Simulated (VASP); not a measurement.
Al3C, 4 atoms in the cell. The cell holds a slab with vacuum, 4 atoms: a = 2.823 Å, b = 2.823 Å, c = 19.601 Å, α = 90.00°, β = 90.00°, γ = 90.00°. 

* Program: VASP 6.6.1
* Task: single point
* Functional: r2SCAN
* Potentials or basis: VASP PAW PBE potentials, release 64 (Al, C)
* Cutoff: 520 eV
* k mesh: 9 × 9 × 1
* Occupations: gaussian, width 0.1 eV
* Spin: no spin polarisation
* Dipole correction: yes
* Further INCAR settings: ALGO = Normal; EDIFF = 1e-06; NBANDS = 14

Potentials or basis: VASP PAW PBE potentials, release 64 (Al, C).

Launch:

```console
$ cat potpaw_PBE.64/Al/POTCAR potpaw_PBE.64/C/POTCAR > POTCAR
$ cp INCAR.step1 INCAR
$ mpirun -np 1 vasp_std > vasp.out
$ cp INCAR.step2 INCAR
$ mpirun -np 1 vasp_std > vasp.out
```

Hardware: 1 thread of Intel(R) Xeon(R) 6975P-C (Granite Rapids) (shared host).

Q: How long does it take, and how much memory?

A: It took 2.1 min on 1 thread of Intel(R) Xeon(R) 6975P-C (Granite Rapids), with other jobs on the host, peak memory 0.32 GiB. Counts: k points 25.
